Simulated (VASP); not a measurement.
Input of a VASP 6.6.1 run:

The input POSCAR:

```
Pd
1.0
    2.5886192817      0.0000000000      0.0000000000
    0.0000000000      2.5886192817      0.0000000000
    0.0000000000      0.0000000000      2.5886192817
Pd
1
Direct
    0.0000000000      0.0000000000      0.0000000000
```

INCAR.step1

```
SYSTEM = Pd
PREC = Accurate
ENCUT = 520
ISMEAR = -1
SIGMA = 0.1
LREAL = .False.
LASPH = .True.
NELM = 100
NBANDS = 11
GGA = PE
ALGO = Normal
EDIFF = 1E-4
LWAVE = .True.
LCHARG = .False.
```

INCAR.step2

```
SYSTEM = Pd
PREC = Accurate
ENCUT = 520
EDIFF = 1E-6
ISMEAR = -1
SIGMA = 0.1
LREAL = .False.
LASPH = .True.
NELM = 100
ALGO = Normal
ISIF = 2
LWAVE = .False.
LCHARG = .False.
METAGGA = R2SCAN
LMIXTAU = .True.
NBANDS = 11
ISTART = 1
```

KPOINTS

```
Automatic mesh
0
Gamma
  12 12 12
  0 0 0
```

Potentials or basis: VASP PAW PBE potentials, release 64 (Pd).

The run is started by

```console
$ cat potpaw_PBE.64/Pd/POTCAR > POTCAR
$ cp INCAR.step1 INCAR
$ mpirun -np 1 vasp_std > vasp.out
$ cp INCAR.step2 INCAR
$ mpirun -np 1 vasp_std > vasp.out
```

Problem. What does it give for the pressure?

Solution. 0.5 GPa.

Problem. Predict the band gap on the k mesh.

Solution. Zero (band 5 reaches 8.80 eV, above the bottom of band 6 at 6.69 eV).

Caveat: the PAW data sets were made with another functional, which shifts forces and pressure a little.
